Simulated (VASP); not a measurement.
# Ti3H2 (P-3m1) in VASP: further runs, part 2 of 2

VASP 6.6.1. Earlier steps stand in the parts before.

## Step 3: Single point, r2SCAN

This run uses another cell than the first one, of 10.90 Å³/atom.

POSCAR

```
Ti3H2
1.0
    3.4325184011      0.0000000000      0.0000000000
   -1.7162592005      2.9726481343      0.0000000000
    0.0000000000      0.0000000000      5.3404410656
Ti H
3 2
Direct
    0.0000000000      0.0000000000      0.0000000000
    0.3333333333      0.6666666667      0.6450000000
    0.6666666667      0.3333333333      0.3550000000
    0.3333333333      0.6666666667      0.2450000000
    0.6666666667      0.3333333333      0.7550000000
```

INCAR.step1

```
SYSTEM = Ti3H2
  ALGO = Normal
  EDIFF = 1E-4
  ENCUT = 520
  GGA = PE
  ISMEAR = 0
  LASPH = .True.
  LCHARG = .False.
  LREAL = .False.
  LWAVE = .True.
  NBANDS = 27
  NELM = 100
  PREC = Accurate
  SIGMA = 0.1
```

INCAR.step2

```
SYSTEM = Ti3H2
  ALGO = Normal
  EDIFF = 1E-7
  ENCUT = 520
  ISIF = 2
  ISMEAR = 0
  ISTART = 1
  LASPH = .True.
  LCHARG = .False.
  LMIXTAU = .True.
  LREAL = .False.
  LWAVE = .False.
  METAGGA = R2SCAN
  NBANDS = 27
  NELM = 100
  PREC = Accurate
  SIGMA = 0.1
```

KPOINTS

```
k-points
0
Gamma
  6 6 4
  0 0 0
```

Potentials or basis: VASP PAW PBE potentials, release 64 (Ti_sv, H).

Command:

```console
cat potpaw_PBE.64/Ti_sv/POTCAR potpaw_PBE.64/H/POTCAR > POTCAR
cp INCAR.step1 INCAR
mpirun -np 1 vasp_std > vasp.out
cp INCAR.step2 INCAR
mpirun -np 1 vasp_std > vasp.out
```

OUTCAR:

```text
SYSTEM = Ti3H2
   EDIFF = 1E-7
   ENCUT = 520
   ISIF = 2
   ISMEAR = 0
   ISTART = 1
   LASPH = .True.
   LREAL = .False.
   METAGGA = R2SCAN
   NELM = 100
   PREC = Accurate

 ion  position               nearest neighbor table
   1  0.000  0.000  0.000-   2 2.74   3 2.74   2 2.74   3 2.74   3 2.74   2 2.74
   2  0.333  0.667  0.645-   3 2.52   3 2.52   3 2.52   1 2.74   1 2.74   1 2.74
   3  0.667  0.333  0.355-   2 2.52   2 2.52   2 2.52   1 2.74   1 2.74   1 2.74
   4  0.333  0.667  0.245-
   5  0.667  0.333  0.755-

  LATTYP: Found a hexagonal cell.
 ALAT       =     3.4325184011
 C/A-ratio  =     1.5558375634

  Lattice vectors:

 A1 = (   3.4325184011,   0.0000000000,   0.0000000000)
 A2 = (  -1.7162592005,   2.9726481343,   0.0000000000)
 A3 = (   0.0000000000,   0.0000000000,   5.3404410656)

Analysis of symmetry for initial positions (statically):
=====================================================================
 Subroutine PRICEL returns:
 Original cell was already a primitive cell.

 Routine SETGRP: Setting up the symmetry group for a
 hexagonal supercell.

 Subroutine GETGRP returns: Found 12 space group operations
 (whereof 12 operations were pure point group operations)
 out of a pool of 24 trial point group operations.

The static configuration has the point symmetry D_3d.

Analysis of symmetry for dynamics (positions and initial velocities):
=====================================================================
 Subroutine PRICEL returns:
 Original cell was already a primitive cell.

 Routine SETGRP: Setting up the symmetry group for a
 hexagonal supercell.

 Subroutine GETGRP returns: Found 12 space group operations
 (whereof 12 operations were pure point group operations)
 out of a pool of 24 trial point group operations.

The dynamic configuration has the point symmetry D_3d.

 Subroutine INISYM returns: Found 12 space group operations
 (whereof 12 operations are pure point group operations),
 and found     1 'primitive' translations

----------------------------------------------------------------------------------------

                                     Primitive cell

  volume of cell :      54.4921

  direct lattice vectors                    reciprocal lattice vectors
     3.432518401  0.000000000  0.000000000     0.291331286  0.168200196  0.000000000
    -1.716259200  2.972648134  0.000000000     0.000000000  0.336400393  0.000000000
     0.000000000  0.000000000  5.340441066     0.000000000  0.000000000  0.187250451

  length of vectors
     3.432518401  3.432518401  5.340441066     0.336400393  0.336400393  0.187250451

  position of ions in fractional coordinates (direct lattice)
     0.000000000  0.000000000  0.000000000
     0.333333333  0.666666667  0.645000000
     0.666666667  0.333333333  0.355000000
     0.333333333  0.666666667  0.245000000
     0.666666667  0.333333333  0.755000000

  ion indices of the primitive-cell ions
   primitive index   ion index
                 1           1
                 2           2
                 3           3
                 4           4
                 5           5

[... 21 lines left out ...]
 Subroutine IBZKPT returns following result:
 ===========================================

 Found     24 irreducible k-points:

 Following reciprocal coordinates:
            Coordinates               Weight
  0.000000  0.000000  0.000000      1.000000
  0.166667 -0.000000  0.000000      6.000000
  0.333333 -0.000000  0.000000      6.000000
  0.500000 -0.000000  0.000000      3.000000
  0.166667  0.166667  0.000000      6.000000
  0.333333  0.166667  0.000000     12.000000
[... 16 lines left out ...]
  0.333333  0.166667  0.500000     12.000000
  0.333333  0.333333  0.500000      2.000000
   k-points           NKPTS =     24   k-points in BZ     NKDIM =     24   number of bands    NBANDS=     27
   number of dos      NEDOS =    301   number of ions     NIONS =      5
   total plane-waves  NPLWV =  31360
   dimension x,y,z NGX =    28 NGY =   28 NGZ =   40
   dimension x,y,z NGXF=    56 NGYF=   56 NGZF=   80
   ions per type =               3   2
   NGX,Y,Z   is equivalent  to a cutoff of  13.56, 13.56, 12.45 a.u.
   NGXF,Y,Z  is equivalent  to a cutoff of  27.12, 27.12, 24.90 a.u.
 SYSTEM =  Ti3H2
   PREC   = accura    normal or accurate (medium, high low for compatibility)
   ISTART =      1    job   : 0-new  1-cont  2-samecut
   ICHARG =      0    charge: 1-file 2-atom 10-const
   ISPIN  =      1    spin polarized calculation?
   LNONCOLLINEAR =      F non collinear calculations
   LSORBIT =      F    spin-orbit coupling
   LASPH  =      T    aspherical Exc in radial PAW
   ENCUT  =  520.0 eV  38.22 Ry    6.18 a.u.   6.38  6.38  9.93*2*pi/ulx,y,z
   NELM   =    100;   NELMIN=  2; NELMDL=  0     # of ELM steps
   EDIFF  = 0.1E-06   stopping-criterion for ELM
   LREAL  =      F    real-space projection
   EDIFFG = 0.1E-05   stopping-criterion for IOM
   NSW    =      0    number of steps for IOM
   IBRION =     -1    ionic relax: 0-MD 1-quasi-New 2-CG
   NFREE  =      0    steps in history (QN), initial steepest desc. (CG)
   ISIF   =      2    stress and relaxation
   ISYM   =      2    0-nonsym 1-usesym 2-fastsym
   POTIM  = 0.5000    time-step for ionic-motion
   TEBEG  =    0.0;   TEEND  =   0.0 temperature during run
   PSTRESS=    0.0 pullay stress
   NELECT =      38.0000    total number of electrons
   NUPDOWN=      -1.0000    fix difference up-down
   EMIN   =  10.00;   EMAX   =-10.00  energy-range for DOS
   EFERMI =   0.00;   METHOD = LEGACY
   ISMEAR =     0;   SIGMA  =   0.10  broadening in eV -4-tet -1-fermi 0-gaus
   EFERMI_NEDOS =   21; number of points for ismear=-14 and -15
   IALGO  =     38    algorithm
   IMIX   =      4    mixing-type and parameters
     AMIX     =   0.40;   BMIX     =  1.00
     AMIX_MAG =   1.60;   BMIX_MAG =  1.00
  volume/ion in A,a.u.               =      10.90        73.55
  Fermi-wavevector in a.u.,A,eV,Ry     =   1.451749  2.743408 28.675300  2.107575
  Thomas-Fermi vector in A             =   2.569210
   LORBIT       =      0    0 simple, 1 ext, 2 COOP (PROOUT), +10 PAW based schemes
   METAGGA = R2SCAN    functional components
   LHFCALC =     F    Hartree Fock is set to
   AEXX    =    0.0000 exact exchange contribution
   IVDW    =     0    specifies the selected vdW correction
   LEPSILON=     F    determine dielectric tensor
   LRPA    =     F    only Hartree local field effects (RPA)
 non-spin polarized calculation
 Gauss-broadening in eV      SIGMA  =   0.10
  energy-cutoff  :      520.00
  volume of cell :       54.49
 maximum number of plane-waves:      1492
 NGX is ok and might be reduce to    28
   NGX = 13   NGY = 13   NGZ = 19

 number of electron      38.0000002 magnetization

 Free energy of the ion-electron system (eV)
  ---------------------------------------------------
  ext. energy  EPLUGINS =         0.00000000
  ---------------------------------------------------
  free energy    TOTEN  =       -44.92446108 eV

  energy without entropy =      -44.90834934  energy(sigma->0) =      -44.91640521

 E-fermi :   8.4806     XC(G=0): -12.5359

 val. band max:        8.4467157597   @ k =   0.0000   0.1667   0.2500
 cond. band min:       8.4922149993   @ k =   0.0000   0.3333   0.2500
 fundamental gap:      0.0454992396
 Fermi energy:         8.4805646618

 k-point     1 :       0.0000    0.0000    0.0000
  band No.  band energies     occupation
      1     -50.4844      2.00000
      2     -50.1088      2.00000
      3     -49.8100      2.00000
      4     -25.8464      2.00000
      5     -25.6830      2.00000
      6     -25.6830      2.00000
[... 709 lines left out ...]
     26      12.0333      0.00000
     27      12.1917      0.00000

------------------------ aborting loop because EDIFF is reached ----------------------------------------

  FORCE on cell =-STRESS in cart. coord.  units (eV):
  Direction    XX          YY          ZZ          XY          YZ          ZX
  --------------------------------------------------------------------------------------
  -------------------------------------------------------------------------------------
  Total       -1.8317025     -1.8317025      5.7291501     -0.0000000      0.0000000     -0.0000000
  in kB      -53.8557414    -53.8557414    168.4485501     -0.0000000      0.0000000     -0.0000000
  external PRESSURE =      20.2456891 kB  Pullay stress =       0.0000000 kB

 VOLUME and BASIS-vectors are now :
 -----------------------------------------------------------------------------
  energy-cutoff  :      520.00
  volume of cell :       54.49
      direct lattice vectors                 reciprocal lattice vectors
     3.432518401  0.000000000  0.000000000     0.291331286  0.168200196  0.000000000
    -1.716259200  2.972648134  0.000000000     0.000000000  0.336400393  0.000000000
     0.000000000  0.000000000  5.340441066     0.000000000  0.000000000  0.187250451

 POSITION                                       TOTAL-FORCE (eV/Angst)
 -----------------------------------------------------------------------------------
      0.00000      0.00000      0.00000         0.000000      0.000000      0.000000
     -0.00000      1.98177      3.44458        -0.000000      0.000000      1.411295
      1.71626      0.99088      1.89586        -0.000000     -0.000000     -1.411295
     -0.00000      1.98177      1.30841         0.000000      0.000000      0.125081
      1.71626      0.99088      4.03203         0.000000      0.000000     -0.125081
 -----------------------------------------------------------------------------------
    total drift:                                0.000000      0.000000     -0.000000

  FREE ENERGIE OF THE ION-ELECTRON SYSTEM (eV)
  ---------------------------------------------------
  free  energy   TOTEN  =       -44.9244610799 eV

  energy  without entropy=      -44.9083493421  energy(sigma->0) =      -44.91640521
```

It took 3.3 min on 1 thread of AMD EPYC 9R45 (Zen 5), shared host; peak memory 0.16 GiB.

Results:

| Property | Result |
| --- | --- |
| Free energy | -44.9245 eV |
| Pressure | 2.0 GPa |
| Largest force | 1.411 eV/Å |
| Band gap on the k mesh | zero (bands 19 and 20 overlap by 0.85 eV) |

Forces in eV/Å, atoms in the order of the input:
```
Ti   0.000  0.000  0.000
Ti   0.000  0.000  1.411
Ti   0.000  0.000 -1.411
H    0.000  0.000  0.125
H    0.000  0.000 -0.125
```

Stress tensor (GPa, compression positive):
```
-5.39  0.00  0.00
 0.00 -5.39  0.00
 0.00  0.00 16.84
```

Caveat: the stress differs along the axes, from -5 to 17 GPa; the PAW data sets were made with another functional, which shifts forces and pressure a little.

The gap in the log of VASP goes by the Fermi energy; the results here count the filled bands.